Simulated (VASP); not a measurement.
Write the native input for VASP 6.6.1 that does the following.

```yaml
Task: single point
Functional: PBE
Potentials_or_basis: VASP PAW PBE potentials, release 64 (Rh_pv)
Cutoff: 520 eV
k_mesh: 18 × 18 × 10
Occupations: gaussian, width 0.15 eV
Spin: no spin polarisation
Dipole_correction: no
Further_INCAR_settings: ALGO = Fast; EDIFF = 1e-07; NBANDS = 22
```

The structure of Rh lies in POSCAR:

```
Rh
1.0
    2.7248648783      0.0000000000      0.0000000000
   -1.3624324392      2.3598022065      0.0000000000
    0.0000000000      0.0000000000      4.5254000000
Rh
2
Direct
    0.6666666667      0.3333333333      0.7500000000
    0.3333333333      0.6666666667      0.2500000000
```

This isn't the form of Rh at room conditions, which is fcc.

These files were run (other wordings do the same):

INCAR

```
SYSTEM = Rh
ALGO = Fast
EDIFF = 1E-7
ENCUT = 520
GGA = PE
ISIF = 2
ISMEAR = 0
LASPH = .True.
LCHARG = .False.
LREAL = .False.
LWAVE = .False.
NBANDS = 22
NELM = 60
PREC = Accurate
SIGMA = 0.15
```

KPOINTS

```
k-points
0
Gamma
  18 18 10
  0 0 0
```

Potentials or basis: VASP PAW PBE potentials, release 64 (Rh_pv).

Command:

```console
$ cat potpaw_PBE.64/Rh_pv/POTCAR > POTCAR
$ mpirun -np 1 vasp_std > vasp.out
```

It gave:

```yaml
Pressure: -7.1 GPa
Band_gap_on_the_k_mesh: zero (bands 15 and 16 overlap by 2.28 eV)
```

Caveat: the cell stands under tension.

Wall time 63 s on 1 thread of Intel(R) Xeon(R) 6975P-C (Granite Rapids), with other jobs on the host, peak memory 0.22 GiB.
